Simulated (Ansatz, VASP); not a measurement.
## One calculation of Si3N4, two programs

Contents of INCAR:

```
SYSTEM = Si3N4
PREC     = Accurate       ! precision mode
ENCUT    = 520            ! plane-wave cutoff, eV
EDIFF    = 1E-8           ! SCF threshold, eV
ISMEAR   = -1             ! smearing method
SIGMA    = 0.02           ! smearing width, eV
LREAL    = .False.        ! projectors in reciprocal space
LASPH    = .True.         ! aspherical terms in the spheres
NELM     = 60             ! most SCF steps
ALGO     = Normal         ! electronic algorithm
ISIF     = 2              ! what is computed and relaxed
LWAVE    = .False.        ! write WAVECAR
LCHARG   = .False.        ! write CHGCAR
GGA      = PE             ! functional
LEFG     = .True.       
NBANDS   = 45             ! bands
```

File KPOINTS:

```
regular mesh
0
Gamma
  4 4 10
  0 0 0
```

File POSCAR:

```
Si3N4
1.0
    7.6020000000      0.0000000000      0.0000000000
   -3.8010000000      6.5835251196      0.0000000000
    0.0000000000      0.0000000000      2.9060000000
Si N
6 8
Direct
    0.7684770000      0.1745610000      0.2500000000
    0.5939160000      0.7684770000      0.7500000000
    0.8254390000      0.5939160000      0.2500000000
    0.2315230000      0.8254390000      0.7500000000
    0.4060840000      0.2315230000      0.2500000000
    0.1745610000      0.4060840000      0.7500000000
    0.0305000000      0.3302500000      0.2500000000
    0.7002500000      0.0305000000      0.7500000000
    0.6697500000      0.7002500000      0.2500000000
    0.9695000000      0.6697500000      0.7500000000
    0.2997500000      0.9695000000      0.2500000000
    0.3302500000      0.2997500000      0.7500000000
    0.6666666667      0.3333333333      0.2500000000
    0.3333333333      0.6666666667      0.7500000000
```

Input for Ansatz:

```yaml
crystal:
  lattice:
    - [7.602, 0.0, 0.0]
    - [-3.801, 6.5835251196, 0.0]
    - [0.0, 0.0, 2.906]
  atoms:
    - { symbol: Si, position: [0.768477, 0.174561, 0.25] }
    - { symbol: Si, position: [0.593916, 0.768477, 0.75] }
    - { symbol: Si, position: [0.825439, 0.593916, 0.25] }
    - { symbol: Si, position: [0.231523, 0.825439, 0.75] }
    - { symbol: Si, position: [0.406084, 0.231523, 0.25] }
    - { symbol: Si, position: [0.174561, 0.406084, 0.75] }
    - { symbol: "N", position: [0.0305, 0.33025, 0.25] }
    - { symbol: "N", position: [0.70025, 0.0305, 0.75] }
    - { symbol: "N", position: [0.66975, 0.70025, 0.25] }
    - { symbol: "N", position: [0.9695, 0.66975, 0.75] }
    - { symbol: "N", position: [0.29975, 0.9695, 0.25] }
    - { symbol: "N", position: [0.33025, 0.29975, 0.75] }
    - { symbol: "N", position: [0.6666666667, 0.3333333333, 0.25] }
    - { symbol: "N", position: [0.3333333333, 0.6666666667, 0.75] }
kpoints:
  mp_grid: { grid: [4, 4, 10] }
scf:
  occupations: { method: fermi_dirac, width: 0.02 }
hamiltonian:
  xc: pbe
  pseudopotentials: { kind: paw, frozen_core: stored }
output:
  forces: true
  stress: true
  populations: true
  efg: { quadrupole_moments_barn: { "N": 0.02044 } }
```

Alike in both runs: task electric field gradients; functional PBE; k mesh 4 × 4 × 10; occupations fermi-dirac, width 0.02 eV; no spin polarisation.

```csv
,VASP,Ansatz
version,VASP 6.6.1,Ansatz 0.2.0
potentials or method,"VASP PAW PBE potentials, release 64 (Si, N)","plane-wave PAW, scalar-relativistic"
plane-wave cutoff (eV),520,420
valence electrons in the cell,64,64
```

Ansatz gave:

| Quantity | Value |
| --- | --- |
| gap on the k mesh at the Fermi level (eV) | 4.34 |
| pressure (GPa) | 5.8 |
| rms of the force components (eV/Å) | 0.019 |
| size of Vzz on the site where it differs most (V/Å²) | 51.0 |

Problem. What did VASP give for the same quantities?

Solution. gap on the k mesh at the Fermi level (eV): 4.32; pressure (GPa): 5.5; rms of the force components (eV/Å): 0.020; size of Vzz on the site where it differs most (V/Å²): 46.2.

Atom by atom the forces differ by 0.002 eV/Å (rms over components).
